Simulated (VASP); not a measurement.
# Eu (Im-3m) in VASP: a series of runs, part 2 of 2

VASP 6.6.1. The steps go on from the part before.

**3. Single point, PBE, collinear spin, ferromagnetic start**

Input file INCAR:

```
PREC     = Accurate       # precision mode
ENCUT    = 520            # plane-wave cutoff, eV
EDIFF    = 1E-6           # SCF threshold, eV
ISMEAR   = -1             # smearing method
SIGMA    = 0.05           # smearing width, eV
LREAL    = F              # projectors in reciprocal space
LASPH    = T              # aspherical terms in the spheres
NELM     = 150            # most SCF steps
ALGO     = Normal         # electronic algorithm
ISIF     = 2              # what is computed and relaxed
LWAVE    = F              # write WAVECAR
LCHARG   = F              # write CHGCAR
ISPIN    = 2              # spin polarisation
MAGMOM   = 8.15           # initial moments
LORBIT   = 11             # projections on sites
NUPDOWN  = 8.15           # fixed moment
LMAXMIX  = 6              # l up to which the mixer works
GGA      = PE             # functional
NBANDS   = 18             # bands
```

Input file KPOINTS:

```
Automatic mesh
0
Gamma
  10 10 10
```

Input file POSCAR:

```
Eu
1.0
   -2.3030000000      2.3030000000      2.3030000000
    2.3030000000     -2.3030000000      2.3030000000
    2.3030000000      2.3030000000     -2.3030000000
Eu
1
Direct
    0.0000000000      0.0000000000      0.0000000000
```

Potentials or basis: VASP PAW PBE potentials, release 64 (Eu).

Started as:

```bash
cat potpaw_PBE.64/Eu/POTCAR > POTCAR
mpirun -np 1 vasp_std > vasp.out
```

OUTCAR:

```text
PREC = Accurate
   ENCUT = 520
   EDIFF = 1E-6
   ISMEAR = -1
   LREAL = F
   LASPH = T
   NELM = 150
   ISIF = 2
   ISPIN = 2
   LORBIT = 11
   NUPDOWN = 8.15
   GGA = PE

 ion  position               nearest neighbor table
   1  0.000  0.000  0.000-

  LATTYP: Found a body centered cubic cell.
 ALAT       =     4.6060000000

  Lattice vectors:

 A1 = (  -2.3030000000,   2.3030000000,   2.3030000000)
 A2 = (   2.3030000000,  -2.3030000000,   2.3030000000)
 A3 = (   2.3030000000,   2.3030000000,  -2.3030000000)

Analysis of symmetry for initial positions (statically):
=====================================================================
 Subroutine PRICEL returns:
 Original cell was already a primitive cell.

 Routine SETGRP: Setting up the symmetry group for a
 body centered cubic supercell.

 Subroutine GETGRP returns: Found 48 space group operations
 (whereof 48 operations were pure point group operations)
 out of a pool of 48 trial point group operations.

The static configuration has the point symmetry O_h .

Analysis of symmetry for dynamics (positions and initial velocities):
=====================================================================
 Subroutine PRICEL returns:
 Original cell was already a primitive cell.

 Routine SETGRP: Setting up the symmetry group for a
 body centered cubic supercell.

 Subroutine GETGRP returns: Found 48 space group operations
 (whereof 48 operations were pure point group operations)
 out of a pool of 48 trial point group operations.

The dynamic configuration has the point symmetry O_h .

Analysis of structural, dynamic, and magnetic symmetry:
=====================================================================
 Subroutine PRICEL returns:
 Original cell was already a primitive cell.

 Routine SETGRP: Setting up the symmetry group for a
 body centered cubic supercell.

 Subroutine GETGRP returns: Found 48 space group operations
 (whereof 48 operations were pure point group operations)
 out of a pool of 48 trial point group operations.

The overall configuration has the point symmetry O_h .

 Subroutine INISYM returns: Found 48 space group operations
 (whereof 48 operations are pure point group operations),
 and found     1 'primitive' translations

----------------------------------------------------------------------------------------

                                     Primitive cell

  volume of cell :      48.8587

  direct lattice vectors                    reciprocal lattice vectors
    -2.303000000  2.303000000  2.303000000     0.000000000  0.217108120  0.217108120
     2.303000000 -2.303000000  2.303000000     0.217108120  0.000000000  0.217108120
     2.303000000  2.303000000 -2.303000000     0.217108120  0.217108120  0.000000000

  length of vectors
     3.988913010  3.988913010  3.988913010     0.307037248  0.307037248  0.307037248

  position of ions in fractional coordinates (direct lattice)
     0.000000000  0.000000000  0.000000000

  ion indices of the primitive-cell ions
   primitive index   ion index
                 1           1

----------------------------------------------------------------------------------------

 KPOINTS: Automatic mesh

[... 52 lines left out ...]
   dimension x,y,z NGX =    30 NGY =   30 NGZ =   30
   dimension x,y,z NGXF=    60 NGYF=   60 NGZF=   60
   ions per type =               1
   NGX,Y,Z   is equivalent  to a cutoff of  12.50, 12.50, 12.50 a.u.
   NGXF,Y,Z  is equivalent  to a cutoff of  25.01, 25.01, 25.01 a.u.
 SYSTEM =  unknown system
   PREC   = accura    normal or accurate (medium, high low for compatibility)
   ISTART =      0    job   : 0-new  1-cont  2-samecut
   ICHARG =      2    charge: 1-file 2-atom 10-const
   ISPIN  =      2    spin polarized calculation?
   LNONCOLLINEAR =      F non collinear calculations
   LSORBIT =      F    spin-orbit coupling
   LASPH  =      T    aspherical Exc in radial PAW
   ENCUT  =  520.0 eV  38.22 Ry    6.18 a.u.   7.42  7.42  7.42*2*pi/ulx,y,z
   NELM   =    150;   NELMIN=  2; NELMDL= -5     # of ELM steps
   EDIFF  = 0.1E-05   stopping-criterion for ELM
   LREAL  =      F    real-space projection
   EDIFFG = 0.1E-04   stopping-criterion for IOM
   NSW    =      0    number of steps for IOM
   IBRION =     -1    ionic relax: 0-MD 1-quasi-New 2-CG
   NFREE  =      0    steps in history (QN), initial steepest desc. (CG)
   ISIF   =      2    stress and relaxation
   ISYM   =      2    0-nonsym 1-usesym 2-fastsym
   POTIM  = 0.5000    time-step for ionic-motion
   TEBEG  =    0.0;   TEEND  =   0.0 temperature during run
   PSTRESS=    0.0 pullay stress
   NELECT =      17.0000    total number of electrons
   NUPDOWN=       8.1500    fix difference up-down
   EMIN   =  10.00;   EMAX   =-10.00  energy-range for DOS
   EFERMI =   0.00;   METHOD = LEGACY
   ISMEAR =    -1;   SIGMA  =   0.05  broadening in eV -4-tet -1-fermi 0-gaus
   EFERMI_NEDOS =   21; number of points for ismear=-14 and -15
   IALGO  =     38    algorithm
   IMIX   =      4    mixing-type and parameters
     AMIX     =   0.40;   BMIX     =  1.00
     AMIX_MAG =   1.60;   BMIX_MAG =  1.00
  volume/ion in A,a.u.               =      48.86       329.71
  Fermi-wavevector in a.u.,A,eV,Ry     =   1.151447  2.175919 18.039008  1.325830
  Thomas-Fermi vector in A             =   2.288104
   LORBIT       =     11    0 simple, 1 ext, 2 COOP (PROOUT), +10 PAW based schemes
   GGA     = PE    functional components
   LHFCALC =     F    Hartree Fock is set to
   AEXX    =    0.0000 exact exchange contribution
   IVDW    =     0    specifies the selected vdW correction
   LEPSILON=     F    determine dielectric tensor
   LRPA    =     F    only Hartree local field effects (RPA)
 spin polarized calculation
  energy-cutoff  :      520.00
  volume of cell :       48.86
 maximum number of plane-waves:      1332
 NGX is ok and might be reduce to    30
   NGX = 15   NGY = 15   NGZ = 15

 number of electron      17.0000007 magnetization       8.1500011

 Free energy of the ion-electron system (eV)
  ---------------------------------------------------
  ext. energy  EPLUGINS =         0.00000000
  ---------------------------------------------------
  free energy    TOTEN  =       -11.30125156 eV

  energy without entropy =      -11.28380851  energy(sigma->0) =      -11.29253003

 E-fermi :   1.1993     XC(G=0):  -8.1675

 val. band max:        1.6536669795   @ k =   0.5000   0.5000   0.1000
 cond. band min:       1.2464907287   @ k =   0.4000   0.1000  -0.0000
 fundamental gap:     -0.4071762508
 Fermi energy:         1.6692636359

 spin component 1

 k-point     1 :       0.0000    0.0000    0.0000
  band No.  band energies     occupation
      1     -40.1776      1.00000
      2     -18.8470      1.00000
      3     -18.8470      1.00000
      4     -18.8470      1.00000
      5      -2.8564      1.00000
      6       1.0765      0.99999
[... 493 lines left out ...]
     17       5.1122      0.00000
     18       8.7238      0.00000

 [... further k-points ...]

 spin component 2

 k-point     1 :       0.0000    0.0000    0.0000
  band No.  band energies     occupation
      1     -36.9337      1.00000
      2     -16.3886      1.00000
      3     -16.3886      1.00000
      4     -16.3886      1.00000
      5      -1.3981      1.00000
      6       4.4313      0.00000
[... 493 lines left out ...]
     17       6.6367      0.00000
     18      10.4277      0.00000

 [... further k-points ...]

------------------------ aborting loop because EDIFF is reached ----------------------------------------

  FORCE on cell =-STRESS in cart. coord.  units (eV):
  Direction    XX          YY          ZZ          XY          YZ          ZX
  --------------------------------------------------------------------------------------
  -------------------------------------------------------------------------------------
  Total       -0.5580705     -0.5580705     -0.5580705      0.0000000      0.0000000     -0.0000000
  in kB      -18.3002846    -18.3002846    -18.3002846      0.0000000      0.0000000     -0.0000000
  external PRESSURE =     -18.3002846 kB  Pullay stress =       0.0000000 kB

 VOLUME and BASIS-vectors are now :
 -----------------------------------------------------------------------------
  energy-cutoff  :      520.00
  volume of cell :       48.86
      direct lattice vectors                 reciprocal lattice vectors
    -2.303000000  2.303000000  2.303000000     0.000000000  0.217108120  0.217108120
     2.303000000 -2.303000000  2.303000000     0.217108120  0.000000000  0.217108120
     2.303000000  2.303000000 -2.303000000     0.217108120  0.217108120  0.000000000

 POSITION                                       TOTAL-FORCE (eV/Angst)
 -----------------------------------------------------------------------------------
      0.00000      0.00000      0.00000        -0.000000      0.000000     -0.000000
 -----------------------------------------------------------------------------------
    total drift:                               -0.000000     -0.000000      0.000000

  FREE ENERGIE OF THE ION-ELECTRON SYSTEM (eV)
  ---------------------------------------------------
  free  energy   TOTEN  =       -11.3012515636 eV

  energy  without entropy=      -11.2838085056  energy(sigma->0) =      -11.29253003

 total charge

# of ion       s       p       d       f       tot
--------------------------------------------------
    1        2.064   5.726   0.266   6.684  14.740

 magnetization (x)

# of ion       s       p       d       f       tot
--------------------------------------------------
    1        0.007  -0.069   0.237   6.684   6.858
```

Wall time 2.7 min (1 thread of Intel Xeon Platinum 8488C (Sapphire Rapids), shared host); peak memory 0.24 GiB.

Results:

- Free energy: -11.3013 eV
- Pressure: -1.8 GPa
- Net moment: 8.15 μB per cell
- Site moments: Eu +6.86 μB
- Valence electrons inside the program's atomic spheres: Eu 14.74

Caveat: spin-orbit coupling is left out, which moves the levels of the heavy elements; the total moment is fixed, so each spin has its own Fermi level and the state may be an excited one; semilocal functionals describe open f shells poorly, which spoils levels, moments and volumes. The state reached can hang on the start; a lower one may exist.
